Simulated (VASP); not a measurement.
# Si (Pm-3m) in VASP: a series of runs

Si is run at these levels: revPBE; tasks: single point.

Everything below comes from runs of VASP 6.6.1. Logs are shortened: lines on timing, memory, paths and dates and some standing lists are left out, and cuts for length are marked.

### 1 The cell of the first run

It takes space group Pm-3m (No. 221, cubic). Conventional cell: a = 2.572 Å, b = 2.572 Å, c = 2.572 Å, α = 90.00°, β = 90.00°, γ = 90.00°. Si (site symmetry m-3m) has 6 Si at 2.57 Å within 3.4 Å.

### 2 Single point, revPBE (volume scaled by 1.04)

Input file INCAR:

```
SYSTEM = Si
PREC = Accurate
ENCUT = 520
EDIFF = 1E-6
ISMEAR = -1
SIGMA = 0.1
LREAL = .False.
LASPH = .True.
NELM = 100
ALGO = Normal
ISIF = 2
LWAVE = .False.
LCHARG = .True.
GGA = RE
LELF = .True.
LVHAR = .True.
NBANDS = 8
```

Input file KPOINTS:

```
Automatic mesh
0
Gamma
  14 14 14
  0 0 0
```

Input file POSCAR:

```
Si
1.0
    2.5722041299      0.0000000000      0.0000000000
    0.0000000000      2.5722041299      0.0000000000
    0.0000000000      0.0000000000      2.5722041299
Si
1
Direct
    0.0000000000      0.0000000000      0.0000000000
```

Potentials or basis: VASP PAW PBE potentials, release 64 (Si).

On the command line:

```
$ cat potpaw_PBE.64/Si/POTCAR > POTCAR
$ mpirun -np 1 vasp_std > vasp.out
```

OUTCAR:

```text
SYSTEM = Si
   PREC = Accurate
   ENCUT = 520
   EDIFF = 1E-6
   ISMEAR = -1
   LREAL = .False.
   LASPH = .True.
   NELM = 100
   ISIF = 2
   GGA = RE

 ion  position               nearest neighbor table
   1  0.000  0.000  0.000-

  LATTYP: Found a simple cubic cell.
 ALAT       =     2.5722041299

  Lattice vectors:

 A1 = (   2.5722041299,   0.0000000000,   0.0000000000)
 A2 = (   0.0000000000,   2.5722041299,   0.0000000000)
 A3 = (   0.0000000000,   0.0000000000,   2.5722041299)

Analysis of symmetry for initial positions (statically):
=====================================================================
 Subroutine PRICEL returns:
 Original cell was already a primitive cell.

 Routine SETGRP: Setting up the symmetry group for a
 simple cubic supercell.

 Subroutine GETGRP returns: Found 48 space group operations
 (whereof 48 operations were pure point group operations)
 out of a pool of 48 trial point group operations.

The static configuration has the point symmetry O_h .

Analysis of symmetry for dynamics (positions and initial velocities):
=====================================================================
 Subroutine PRICEL returns:
 Original cell was already a primitive cell.

 Routine SETGRP: Setting up the symmetry group for a
 simple cubic supercell.

 Subroutine GETGRP returns: Found 48 space group operations
 (whereof 48 operations were pure point group operations)
 out of a pool of 48 trial point group operations.

The dynamic configuration has the point symmetry O_h .

 Subroutine INISYM returns: Found 48 space group operations
 (whereof 48 operations are pure point group operations),
 and found     1 'primitive' translations

----------------------------------------------------------------------------------------

                                     Primitive cell

  volume of cell :      17.0183

  direct lattice vectors                    reciprocal lattice vectors
     2.572204130  0.000000000  0.000000000     0.388771633  0.000000000  0.000000000
     0.000000000  2.572204130  0.000000000     0.000000000  0.388771633  0.000000000
     0.000000000  0.000000000  2.572204130     0.000000000  0.000000000  0.388771633

  length of vectors
     2.572204130  2.572204130  2.572204130     0.388771633  0.388771633  0.388771633

  position of ions in fractional coordinates (direct lattice)
     0.000000000  0.000000000  0.000000000

  ion indices of the primitive-cell ions
   primitive index   ion index
[... 70 lines left out ...]
   LASPH  =      T    aspherical Exc in radial PAW
   ENCUT  =  520.0 eV  38.22 Ry    6.18 a.u.   4.78  4.78  4.78*2*pi/ulx,y,z
   NELM   =    100;   NELMIN=  2; NELMDL= -5     # of ELM steps
   EDIFF  = 0.1E-05   stopping-criterion for ELM
   LREAL  =      F    real-space projection
   EDIFFG = 0.1E-04   stopping-criterion for IOM
   NSW    =      0    number of steps for IOM
   IBRION =     -1    ionic relax: 0-MD 1-quasi-New 2-CG
   NFREE  =      0    steps in history (QN), initial steepest desc. (CG)
   ISIF   =      2    stress and relaxation
   ISYM   =      2    0-nonsym 1-usesym 2-fastsym
   POTIM  = 0.5000    time-step for ionic-motion
   TEBEG  =    0.0;   TEEND  =   0.0 temperature during run
   PSTRESS=    0.0 pullay stress
   NELECT =       4.0000    total number of electrons
   NUPDOWN=      -1.0000    fix difference up-down
   EMIN   =  10.00;   EMAX   =-10.00  energy-range for DOS
   EFERMI =   0.00;   METHOD = LEGACY
   ISMEAR =    -1;   SIGMA  =   0.10  broadening in eV -4-tet -1-fermi 0-gaus
   EFERMI_NEDOS =   21; number of points for ismear=-14 and -15
   IALGO  =     38    algorithm
   IMIX   =      4    mixing-type and parameters
     AMIX     =   0.40;   BMIX     =  1.00
     AMIX_MAG =   1.60;   BMIX_MAG =  1.00
  volume/ion in A,a.u.               =      17.02       114.85
  Fermi-wavevector in a.u.,A,eV,Ry     =   1.010313  1.909215 13.887915  1.020733
  Thomas-Fermi vector in A             =   2.143295
   LORBIT       =      0    0 simple, 1 ext, 2 COOP (PROOUT), +10 PAW based schemes
   GGA     = RE    functional components
   LHFCALC =     F    Hartree Fock is set to
   AEXX    =    0.0000 exact exchange contribution
   IVDW    =     0    specifies the selected vdW correction
   LEPSILON=     F    determine dielectric tensor
   LRPA    =     F    only Hartree local field effects (RPA)
 non-spin polarized calculation
  energy-cutoff  :      520.00
  volume of cell :       17.02
 maximum number of plane-waves:       480
 NGX is ok and might be reduce to    20
   NGX =  9   NGY =  9   NGZ =  9

 number of electron       4.0000000 magnetization

 Free energy of the ion-electron system (eV)
  ---------------------------------------------------
  ext. energy  EPLUGINS =         0.00000000
  ---------------------------------------------------
  free energy    TOTEN  =        -4.84709400 eV

  energy without entropy =       -4.83426636  energy(sigma->0) =       -4.84068018

 E-fermi :   7.7619     XC(G=0): -10.4037

 val. band max:        7.6942582129   @ k =   0.2857   0.2857   0.2143
 cond. band min:       7.8584120293   @ k =   0.4286   0.3571   0.1429
 fundamental gap:      0.1641538164
 Fermi energy:         7.7618715892

 k-point     1 :       0.0000    0.0000    0.0000
  band No.  band energies     occupation
      1      -5.0506      2.00000
      2      15.1018      0.00000
      3      15.1018      0.00000
      4      15.1206      0.00000
      5      15.1206      0.00000
      6      15.1206      0.00000
      7      22.8741      0.00000
      8      31.7277      0.00000
[... 243 lines left out ...]
 k-point    24 :       0.3571    0.2143    0.0000
  band No.  band energies     occupation
      1      -1.4271      2.00000
      2       4.8982      2.00000
      3      10.5954      0.00000
      4      17.2374      0.00000
      5      18.0104      0.00000
      6      21.2992      0.00000
      7      24.5359      0.00000
      8      27.0236      0.00000

 [... further k-points ...]
[... 5 lines left out ...]
  --------------------------------------------------------------------------------------
  -------------------------------------------------------------------------------------
  Total       -0.3689926     -0.3689926     -0.3689926     -0.0000000     -0.0000000      0.0000000
  in kB      -34.7385663    -34.7385663    -34.7385663     -0.0000000     -0.0000000      0.0000000
  external PRESSURE =     -34.7385663 kB  Pullay stress =       0.0000000 kB

 VOLUME and BASIS-vectors are now :
 -----------------------------------------------------------------------------
  energy-cutoff  :      520.00
  volume of cell :       17.02
      direct lattice vectors                 reciprocal lattice vectors
     2.572204130  0.000000000  0.000000000     0.388771633  0.000000000  0.000000000
     0.000000000  2.572204130  0.000000000     0.000000000  0.388771633  0.000000000
     0.000000000  0.000000000  2.572204130     0.000000000  0.000000000  0.388771633

 POSITION                                       TOTAL-FORCE (eV/Angst)
 -----------------------------------------------------------------------------------
      0.00000      0.00000      0.00000         0.000000      0.000000      0.000000
 -----------------------------------------------------------------------------------
    total drift:                                0.000000     -0.000000      0.000000

  FREE ENERGIE OF THE ION-ELECTRON SYSTEM (eV)
  ---------------------------------------------------
  free  energy   TOTEN  =        -4.8470940048 eV

  energy  without entropy=       -4.8342663567  energy(sigma->0) =       -4.84068018
```

stdout:

```text
POSCAR found type information on POSCAR Si
 POSCAR found :  1 types and       1 ions
 scaLAPACK will be used
 -----------------------------------------------------------------------------
|                                                                             |
|                                                                             |
|     You enforced a specific xc type in the INCAR file but a different       |
|     I HOPE YOU KNOW WHAT YOU ARE DOING!                                     |
|                                                                             |
 -----------------------------------------------------------------------------

 LDA part: xc-table for (Slater+PW92), standard interpolation
 POSCAR, INCAR and KPOINTS ok, starting setup
 FFT: planning ... GRIDC
 FFT: planning ... GRID_SOFT
 FFT: planning ... GRID
 WAVECAR not read
 entering main loop
```

It took 11 s on 1 thread of Intel Xeon Platinum 8259CL at 2.50GHz (Skylake/Cascade Lake), shared host; peak memory 0.12 GiB.

What came out:

* Free energy: -4.8471 eV
* Pressure: -3.5 GPa
* Band gap on the k mesh: zero (band 2 reaches 15.10 eV, above the bottom of band 3 at 4.99 eV)

Levels at points of the mesh, in eV from the Fermi level:
```
           k point  band 1  band 2  band 3  band 4  band 5
(0.00, 0.00, 0.00)  -12.81    7.34    7.34    7.36    7.36
(0.50, 0.00, 0.00)   -8.45   -6.24    9.85   10.54   10.54
(0.50, 0.50, 0.00)   -3.60   -2.77   -2.77    1.66   13.60
(0.50, 0.50, 0.50)    0.48    0.48    0.48    2.95    5.14
```

Caveat: the PAW data sets were made with another functional, which shifts forces and pressure a little.

### 3 Single point, revPBE (volume scaled by 1.08)

Input file INCAR:

```
SYSTEM = Si
PREC = Accurate ; ENCUT = 520
EDIFF = 1E-7 ; ISMEAR = -1
SIGMA = 0.1 ; LREAL = .FALSE.
LASPH = .TRUE. ; NELM = 60
ALGO = Normal ; ISIF = 2
LWAVE = .FALSE. ; LCHARG = .TRUE.
GGA = RE ; LELF = .TRUE.
LVHAR = .TRUE. ; NBANDS = 8
```

Input file KPOINTS:

```
regular mesh
0
G
  14 14 14
  0 0 0
```

Input file POSCAR:

```
Si
1.0
    2.6047671327      0.0000000000      0.0000000000
    0.0000000000      2.6047671327      0.0000000000
    0.0000000000      0.0000000000      2.6047671327
Si
1
Direct
    0.0000000000      0.0000000000      0.0000000000
```

Potentials or basis: VASP PAW PBE potentials, release 64 (Si).

On the command line:

```
$ cat potpaw_PBE.64/Si/POTCAR > POTCAR
$ mpirun -np 1 vasp_std > vasp.out
```

Run time: 10 s. Hardware: 1 thread of Intel Xeon Platinum 8259CL at 2.50GHz (Skylake/Cascade Lake), shared host; peak memory 0.12 GiB.

Results (log left out):

- Free energy: -4.8269 eV
- Pressure: -6.3 GPa
- Band gap on the k mesh: zero (band 2 reaches 14.45 eV, above the bottom of band 3 at 4.66 eV)

Levels at points of the mesh, in eV from the Fermi level:
```
           k point  band 1  band 2  band 3  band 4  band 5  band 6  band 7
(0.00, 0.00, 0.00)  -12.49    7.13    7.13    7.13    7.34    7.34   14.68
(0.50, 0.00, 0.00)   -8.31   -5.98    9.78   10.15   10.15   14.07   14.07
(0.50, 0.50, 0.00)   -3.67   -2.65   -2.65    1.83   13.04   16.49   16.49
(0.50, 0.50, 0.50)    0.46    0.46    0.46    2.49    5.22    5.22    5.22
```

Caveat: the PAW data sets were made with another functional, which shifts forces and pressure a little.

### 4 Single point, revPBE (volume scaled by 1.12)

Input file INCAR:

```
ALGO = Normal
EDIFF = 1E-7
ENCUT = 520
GGA = RE
ISIF = 2
ISMEAR = -1
LASPH = T
LCHARG = T
LELF = T
LREAL = F
LVHAR = T
LWAVE = F
NBANDS = 8
NELM = 60
PREC = Accurate
SIGMA = 0.1
```

Input file KPOINTS:

```
k-points
0
Gamma
  14 14 14
```

Input file POSCAR:

```
Si
1.0
    2.6365357165      0.0000000000      0.0000000000
    0.0000000000      2.6365357165      0.0000000000
    0.0000000000      0.0000000000      2.6365357165
Si
1
Direct
    0.0000000000      0.0000000000      0.0000000000
```

On the command line:

```
$ cat potpaw_PBE.64/Si/POTCAR > POTCAR
$ mpirun -np 1 vasp_std > vasp.out
```

It took 14 s on 1 thread of Intel Xeon Platinum 8259CL at 2.50GHz (Skylake/Cascade Lake), shared host; peak memory 0.12 GiB.

Results (log left out):

- Free energy: -4.7962 eV
- Pressure: -8.6 GPa
- Band gap on the k mesh: zero (band 2 reaches 13.81 eV, above the bottom of band 3 at 4.35 eV)

Levels at points of the mesh, in eV from the Fermi level:
```tsv
k point	band 1	band 2	band 3	band 4	band 5
(0.00, 0.00, 0.00)	-12.20	6.92	6.92	6.92	7.34
(0.50, 0.00, 0.00)	-8.18	-5.75	9.70	9.79	9.79
(0.50, 0.50, 0.00)	-3.74	-2.54	-2.54	1.99	12.52
(0.50, 0.50, 0.50)	0.44	0.44	0.44	2.06	5.28
```

Caveat: the PAW data sets were made with another functional, which shifts forces and pressure a little.

### 5 The runs side by side

```tsv
cell	gap on the mesh (eV)	pressure (GPa)
a = 2.572 Å, 1 atom	none	-3.5
a = 2.605 Å, 1 atom	none	-6.3
a = 2.637 Å, 1 atom	none	-8.6
```

Alike in all rows: task single point; level revPBE; potentials or basis VASP PAW PBE potentials, release 64 (Si); no spin polarisation; k mesh 14 × 14 × 14; cutoff (eV) 520; smearing fermi-dirac 0.1 eV.

Caveats: the PAW data sets were made with another functional, which shifts forces and pressure a little.

Total energies depend on the potentials used, so only differences within one code and one set of settings carry meaning.
